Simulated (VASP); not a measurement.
**NaTbBr4: relaxation of cell and atoms with PBE**

NaTbBr4:

```xyz
6
Lattice="4.8726 0.0000 0.0000 0.0000 4.8726 0.0000 0.0000 0.0000 7.0019" Properties=species:S:1:pos:R:3 pbc="T T T"
Na    0.0000    0.0000    0.0000
Tb    2.4363    2.4363    3.5009
Br    2.4363    0.0000    5.3434
Br    0.0000    2.4363    1.6584
Br    2.4363    0.0000    1.6584
Br    0.0000    2.4363    5.3434
```

The cell was built from a structure type or drawn by symmetry, and may not be a known phase.

```yaml
Program: VASP 6.6.1
Task: relaxation of cell and atoms
Functional: PBE
Potentials_or_basis: VASP PAW PBE potentials, release 64 (Na_pv, Tb_3, Br), 4f in core
Cutoff: 500 eV
k_mesh: 4 × 4 × 4
Occupations: gaussian, width 0.1 eV
Spin: no spin polarisation
Dipole_correction: no
Mended: yes
Further_INCAR_settings: ALGO = Normal; EDIFF = 1e-07; IBRION = 2; EDIFFG = -0.04; NSW = 90; ISIF = 3
```

| Property | Result |
| --- | --- |
| Relaxed volume | 30.08 Å³/atom |
| Relaxed cell | a = 4.978 Å, b = 4.978 Å, c = 7.283 Å, α = 90.00°, β = 90.00°, γ = 90.00° |
| Space group after relaxing (to 0.1 Å) | P4/mmm (No. 123) |
| Energy gained by relaxing | 77.4 meV/atom |
| Ionic steps | 8 |
| Pressure after relaxing | 0.0 GPa |
| Largest force after relaxing | 0.037 eV/Å |
| Band gap on the k mesh | 2.36 eV (least direct gap 2.74 eV) |

Forces in eV/Å, atoms in the order of the input:
```
Na   0.000  0.000  0.000
Tb   0.000  0.000  0.000
Br   0.000  0.000 -0.037
Br   0.000  0.000  0.037
Br   0.000  0.000  0.037
Br   0.000  0.000 -0.037
```

Step by step:
```tsv
step	energy change (eV)	largest force (eV/Å)	pressure (GPa)	volume (Å³)
1	0.0000	1.0891	1.68	166.24
2	-0.2437	0.7623	0.18	173.33
3	-0.3521	0.3717	-1.26	183.09
4	-0.4374	0.0665	0.01	178.52
5	-0.4431	0.0380	0.49	177.07
6	-0.4625	0.0315	0.17	179.14
7	-0.4633	0.0497	0.09	179.68
8	-0.4642	0.0375	-0.02	180.47
```

Final structure:
```xyz
6
Lattice="4.9779 0.0000 0.0000 0.0000 4.9779 0.0000 0.0000 0.0000 7.2831" Properties=species:S:1:pos:R:3 pbc="T T T"
Na    4.9779    4.9779    0.0000
Tb    2.4889    2.4889    3.6416
Br    2.4889    0.0000    5.3532
Br    4.9779    2.4889    1.9300
Br    2.4889    0.0000    1.9300
Br    0.0000    2.4889    5.3532
```

Levels at points of the mesh, in eV from the valence-band top:
```
           k point  band 20  band 21  band 22  band 23  band 24  band 25
(0.00, 0.00, 0.00)    -0.73    -0.73    -0.42     2.36     2.82     3.59
(0.50, 0.00, 0.00)    -1.57    -1.06    -0.76     2.74     3.34     4.12
(0.50, 0.50, 0.00)    -0.56    -0.30     0.00     2.74     2.78     3.84
(0.00, 0.00, 0.50)    -0.82    -0.77    -0.77     2.50     2.83     4.79
(0.50, 0.00, 0.50)    -1.89    -1.70    -1.68     2.83     3.42     3.99
(0.50, 0.50, 0.50)    -0.62    -0.21    -0.10     2.94     3.19     3.66
```

Wall time 4 min on 1 thread of Intel(R) Xeon(R) 6975P-C (Granite Rapids) (shared host), peak memory 0.31 GiB.

Caveat: spin-orbit coupling is left out, which moves the levels of the heavy elements; the 4f electrons are frozen in the core, so they carry no moment and show no levels. A k mesh can miss the band edges.
